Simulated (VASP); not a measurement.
# NiO2 (P-3m1) in VASP: notebook, part 2 of 2

VASP 6.6.1. The steps go on from the part before.

### Step 4. Single point, PBEsol (c/a of the conventional cell at fixed volume 1.7861)

INCAR

```
PREC = Accurate
ENCUT = 520
EDIFF = 1E-6
ISMEAR = 0
SIGMA = 0.05
LREAL = F
LASPH = T
NELM = 60
ALGO = Normal
ISIF = 2
LWAVE = F
LCHARG = F
GGA = PS
NBANDS = 18
```

KPOINTS

```
Automatic mesh
0
Gamma
  12 12 6
```

POSCAR

```
NiO2
1.0
    2.7839850047      0.0000000000      0.0000000000
   -1.3919925024      2.4110017378      0.0000000000
    0.0000000000      0.0000000000      4.9726140668
Ni O
1 2
Direct
    0.0000000000      0.0000000000      0.5000000000
    0.6666666667      0.3333333333      0.7253664501
    0.3333333333      0.6666666667      0.2746335499
```

Potentials or basis: VASP PAW PBE potentials, release 64 (Ni, O).

Launch:

```bash
$ cat potpaw_PBE.64/Ni/POTCAR potpaw_PBE.64/O/POTCAR > POTCAR
$ mpirun -np 1 vasp_std > vasp.out
```

OUTCAR:

```text
PREC = Accurate
   ENCUT = 520
   EDIFF = 1E-6
   ISMEAR = 0
   LREAL = F
   LASPH = T
   NELM = 60
   ISIF = 2
   GGA = PS

 ion  position               nearest neighbor table
   1  0.000  0.000  0.500-   2 1.96   3 1.96   2 1.96   3 1.96   2 1.96   3 1.96
   2  0.667  0.333  0.725-   1 1.96   1 1.96   1 1.96
   3  0.333  0.667  0.275-   1 1.96   1 1.96   1 1.96

  LATTYP: Found a hexagonal cell.
 ALAT       =     2.7839850047
 C/A-ratio  =     1.7861497308

  Lattice vectors:

 A1 = (   2.7839850047,   0.0000000000,   0.0000000000)
 A2 = (  -1.3919925024,   2.4110017378,   0.0000000000)
 A3 = (   0.0000000000,   0.0000000000,   4.9726140668)

Analysis of symmetry for initial positions (statically):
=====================================================================
 Subroutine PRICEL returns:
 Original cell was already a primitive cell.

 Routine SETGRP: Setting up the symmetry group for a
 hexagonal supercell.

 Subroutine GETGRP returns: Found 12 space group operations
 (whereof 12 operations were pure point group operations)
 out of a pool of 24 trial point group operations.
[... 164 lines left out ...]
  energy without entropy =      -18.19807625  energy(sigma->0) =      -18.19807625

 E-fermi :   1.9873     XC(G=0): -10.7861

 val. band max:        1.6974798841   @ k =   0.1667   0.0000   0.5000
 cond. band min:       2.5145716394   @ k =   0.2500   0.0000   0.3333
 fundamental gap:      0.8170917553
 Fermi energy:         1.9872710563

 k-point     1 :       0.0000    0.0000    0.0000
  band No.  band energies     occupation
      1     -16.7731      2.00000
      2     -15.2258      2.00000
      3      -3.6477      2.00000
      4      -2.4009      2.00000
      5      -2.4009      2.00000
      6      -0.0078      2.00000
[... 481 lines left out ...]
      5      -2.2530      2.00000
      6      -0.8979      2.00000
[... 10 lines left out ...]
     17      19.1936      0.00000
     18      21.7876      0.00000

 [... further k-points ...]

------------------------ aborting loop because EDIFF is reached ----------------------------------------

  FORCE on cell =-STRESS in cart. coord.  units (eV):
  Direction    XX          YY          ZZ          XY          YZ          ZX
  --------------------------------------------------------------------------------------
  -------------------------------------------------------------------------------------
  Total       -3.0866876     -3.0866876     -6.4021195      0.0000000      0.0000000      0.0000000
  in kB     -148.1678874   -148.1678874   -307.3160123      0.0000000      0.0000000      0.0000000
  external PRESSURE =    -201.2172624 kB  Pullay stress =       0.0000000 kB

 VOLUME and BASIS-vectors are now :
 -----------------------------------------------------------------------------
  energy-cutoff  :      520.00
  volume of cell :       33.38
      direct lattice vectors                 reciprocal lattice vectors
     2.783985005  0.000000000  0.000000000     0.359197337  0.207382679  0.000000000
    -1.391992502  2.411001738  0.000000000     0.000000000  0.414765358  0.000000000
     0.000000000  0.000000000  4.972614067     0.000000000  0.000000000  0.201101470

 POSITION                                       TOTAL-FORCE (eV/Angst)
 -----------------------------------------------------------------------------------
      0.00000      0.00000      2.48631        -0.000000      0.000000     -0.000000
      1.39199      0.80367      3.60697         0.000000      0.000000     -2.828511
     -0.00000      1.60733      1.36565        -0.000000     -0.000000      2.828511
 -----------------------------------------------------------------------------------
    total drift:                                0.000000     -0.000000      0.000000

  FREE ENERGIE OF THE ION-ELECTRON SYSTEM (eV)
  ---------------------------------------------------
  free  energy   TOTEN  =       -18.1980762463 eV

  energy  without entropy=      -18.1980762463  energy(sigma->0) =      -18.19807625
```

stdout:

```text
POSCAR found type information on POSCAR NiO
 POSCAR found :  2 types and       3 ions
 scaLAPACK will be used
 -----------------------------------------------------------------------------
|                                                                             |
|                                                                             |
|     You enforced a specific xc type in the INCAR file but a different       |
|     I HOPE YOU KNOW WHAT YOU ARE DOING!                                     |
|                                                                             |
 -----------------------------------------------------------------------------

 LDA part: xc-table for (Slater+PW92), standard interpolation
 POSCAR, INCAR and KPOINTS ok, starting setup
 FFT: planning ... GRIDC
 FFT: planning ... GRID_SOFT
 FFT: planning ... GRID
 WAVECAR not read
 entering main loop
```

Run time: 2.2 min. Hardware: 1 thread of AMD EPYC 7R13, shared host; peak memory 0.17 GiB.

What came out:

```
Free energy            : -18.1981 eV
Pressure               : -20.1 GPa
Largest force          : 2.829 eV/Å
Band gap on the k mesh : 0.82 eV, indirect (least direct gap 0.87 eV)
```

Forces in eV/Å, atoms in the order of the input:
```
Ni   0.000  0.000  0.000
O    0.000  0.000 -2.829
O    0.000  0.000  2.829
```

Stress tensor (GPa, compression positive):
```
-14.82   0.00   0.00
  0.00 -14.82   0.00
  0.00   0.00 -30.73
```

Caveat: the PAW data sets were made with another functional, which shifts forces and pressure a little. A k mesh can miss the band edges.

### Step 5. Single point, PBEsol (c/a of the conventional cell at fixed volume 1.7504)

INCAR

```
SYSTEM = NiO2
ALGO = Normal
EDIFF = 1E-6
ENCUT = 520
GGA = PS
ISIF = 2
ISMEAR = 0
LASPH = .TRUE.
LCHARG = .TRUE.
LELF = .TRUE.
LREAL = .FALSE.
LVHAR = .TRUE.
LWAVE = .FALSE.
NBANDS = 18
NELM = 60
PREC = Accurate
SIGMA = 0.05
```

KPOINTS

```
k-points
0
G
  12 12 6
  0 0 0
```

POSCAR

```
NiO2
1.0
    2.8028105550      0.0000000000      0.0000000000
   -1.4014052775      2.4273051426      0.0000000000
    0.0000000000      0.0000000000      4.9060395955
Ni O
1 2
Direct
    0.0000000000      0.0000000000      0.5000000000
    0.6666666667      0.3333333333      0.6625222406
    0.3333333333      0.6666666667      0.3374777594
```

Launch:

```bash
$ cat potpaw_PBE.64/Ni/POTCAR potpaw_PBE.64/O/POTCAR > POTCAR
$ mpirun -np 1 vasp_std > vasp.out
```

Wall time 2 min (1 thread of AMD EPYC 7R13, shared host); peak memory 0.16 GiB.

Results (log left out):

| Item | Value |
| --- | --- |
| Free energy | -18.4170 eV |
| Pressure | 18.5 GPa |
| Largest force | 2.703 eV/Å |
| Band gap on the k mesh | 0.96 eV, indirect (least direct gap 1.42 eV) |

Forces in eV/Å, atoms in the order of the input:
```
Ni   0.000  0.000  0.000
O    0.000  0.000  2.703
O    0.000  0.000 -2.703
```

Stress tensor (GPa, compression positive):
```
17.62  0.00  0.00
 0.00 17.62  0.00
 0.00  0.00 20.36
```

Levels at points of the mesh, in eV from the valence-band top:
| k point | band 8 | band 9 | band 10 | band 11 | band 12 | band 13 | band 14 | band 15 |
| --- | --- | --- | --- | --- | --- | --- | --- | --- |
| (0.00, 0.00, 0.00) | -1.57 | -1.57 | -1.49 | -0.16 | 2.44 | 2.44 | 7.21 | 11.07 |
| (0.50, 0.00, 0.00) | -2.31 | -2.10 | -1.92 | -1.15 | 1.41 | 2.40 | 12.41 | 12.47 |
| (0.00, 0.00, 0.50) | -2.13 | -1.58 | -1.58 | 0.00 | 2.45 | 2.45 | 8.67 | 10.20 |
| (0.50, 0.00, 0.50) | -2.31 | -2.10 | -1.68 | -1.20 | 1.40 | 2.38 | 11.39 | 12.67 |

Caveat: the PAW data sets were made with another functional, which shifts forces and pressure a little. A k mesh can miss the band edges.

### Step 6. Single point, PBEsol (c/a of the conventional cell at fixed volume 1.8933)

INCAR

```
PREC = Accurate
ENCUT = 520
EDIFF = 1E-6
ISMEAR = 0
SIGMA = 0.05
LREAL = F
LASPH = T
NELM = 60
ALGO = Normal
ISIF = 2
LWAVE = F
LCHARG = T
GGA = PS
LELF = T
LVHAR = T
NBANDS = 18
```

KPOINTS

```
Automatic mesh
0
Gamma
  12 12 6
```

POSCAR

```
NiO2
1.0
    2.7304424938      0.0000000000      0.0000000000
   -1.3652212469      2.3646325632      0.0000000000
    0.0000000000      0.0000000000      5.1695467736
Ni O
1 2
Direct
    0.0000000000      0.0000000000      0.5000000000
    0.6666666667      0.3333333333      0.7127976082
    0.3333333333      0.6666666667      0.2872023918
```

Potentials or basis: VASP PAW PBE potentials, release 64 (Ni, O).

Launch:

```bash
$ cat potpaw_PBE.64/Ni/POTCAR potpaw_PBE.64/O/POTCAR > POTCAR
$ mpirun -np 1 vasp_std > vasp.out
```

Run time: 95 s. Hardware: 1 thread of AMD EPYC 7R13, shared host; peak memory 0.15 GiB.

The run converged. Its results:

| Item | Value |
| --- | --- |
| Free energy | -18.3867 eV |
| Pressure | -12.1 GPa |
| Largest force | 2.321 eV/Å |
| Band gap on the k mesh | 1.00 eV, indirect (least direct gap 1.07 eV) |

Forces on the atoms (eV/Å):
```
Ni   0.000  0.000  0.000
O    0.000  0.000 -2.321
O    0.000  0.000  2.321
```

Stress tensor (GPa, compression positive):
```
 -5.77   0.00   0.00
  0.00  -5.77   0.00
  0.00   0.00 -24.83
```

Levels at points of the mesh, in eV from the valence-band top:
```tsv
k point	band 9	band 10	band 11	band 12	band 13	band 14
(0.00, 0.00, 0.00)	-0.64	-0.44	-0.44	2.09	2.09	7.39
(0.50, 0.00, 0.00)	-1.63	-1.21	-0.58	1.78	2.00	11.64
(0.00, 0.00, 0.50)	-0.46	-0.46	-0.37	2.10	2.10	8.83
(0.50, 0.00, 0.50)	-1.67	-1.21	-0.61	1.78	1.96	11.30
```

Caveat: the PAW data sets were made with another functional, which shifts forces and pressure a little.

### Step 7. Summary

| cell | gap on the mesh (eV) | pressure (GPa) | largest force (eV/Å) |
| --- | --- | --- | --- |
| a = 2.842, b = 2.842, c = 4.772 Å, angles 90.0, 90.0, 120.0°, 3 atoms | 0.63 | -26.7 | 3.16 |
| a = 2.803, b = 2.803, c = 4.906 Å, angles 90.0, 90.0, 120.0°, 3 atoms | 0.96 | 18.5 | 2.70 |
| a = 2.784, b = 2.784, c = 4.973 Å, angles 90.0, 90.0, 120.0°, 3 atoms | 0.82 | -20.1 | 2.83 |
| a = 2.730, b = 2.730, c = 5.170 Å, angles 90.0, 90.0, 120.0°, 3 atoms | 1.00 | -12.1 | 2.32 |

Some of these runs hold the atoms at other places in the same cell, which the table doesn't show; runs alike in all that it shows share one row.

Alike in all rows: task single point; level PBEsol; potentials or basis VASP PAW PBE potentials, release 64 (Ni, O); no spin polarisation; k mesh 12 × 12 × 6; cutoff (eV) 520; smearing gaussian 0.05 eV.

Caveats: the PAW data sets were made with another functional, which shifts forces and pressure a little.

Absolute energies hang on the potentials; compare differences alone.
